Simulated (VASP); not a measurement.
# Sn: single point with PBEsol-based screened hybrid with 25 % exact exchange

Sn:

```xyz
2
Lattice="0.0000 3.2555 3.2555 3.2555 0.0000 3.2555 3.2555 3.2555 0.0000" Properties=species:S:1:pos:R:3 pbc="T T T"
Sn    4.8833    4.8833    4.8833
Sn    3.2555    3.2555    3.2555
```

This isn't the form of Sn at room conditions, which is tetragonal (white tin).

```yaml
Program: VASP 6.6.1
Task: single point
Functional: PBEsol-based screened hybrid with 25 % exact exchange
Potentials_or_basis: VASP PAW PBE potentials, release 64 (Sn_d)
Cutoff: 520 eV
k_mesh: 4 × 4 × 4
Occupations: fermi-dirac, width 0.05 eV
Spin: no spin polarisation
Dipole_correction: no
Grid_for_exact_exchange_PRECFOCK: Normal
Share_of_exact_exchange: 0.25
Further_INCAR_settings: ALGO = Normal; EDIFF = 1e-06; NBANDS = 21
Screening_parameter: 0.207 1/Å
```

The pressure is -0.1 GPa and the band gap on the k mesh is zero (filled and empty bands touch).

Levels at points of the mesh, in eV from the Fermi level:
| k point | band 11 | band 12 | band 13 | band 14 | band 15 | band 16 | band 17 | band 18 |
| --- | --- | --- | --- | --- | --- | --- | --- | --- |
| (0.00, 0.00, 0.00) | -11.77 | -0.31 | -0.03 | -0.03 | -0.03 | 2.56 | 2.56 | 2.56 |
| (0.50, 0.00, 0.00) | -9.96 | -6.97 | -1.33 | -1.33 | 0.29 | 3.67 | 3.67 | 6.08 |
| (0.50, 0.50, 0.00) | -8.32 | -8.32 | -2.79 | -2.79 | 1.10 | 1.10 | 8.54 | 8.54 |

Run time: 13 min on 1 thread of Intel(R) Xeon(R) 6975P-C (Granite Rapids), on a shared host, peak memory 0.31 GiB.

Caveat: the k points lie up to 0.42 Å⁻¹ apart; the PAW data sets were made with another functional, which shifts forces and pressure a little; spin-orbit coupling is left out, which moves the levels of the heavy elements.
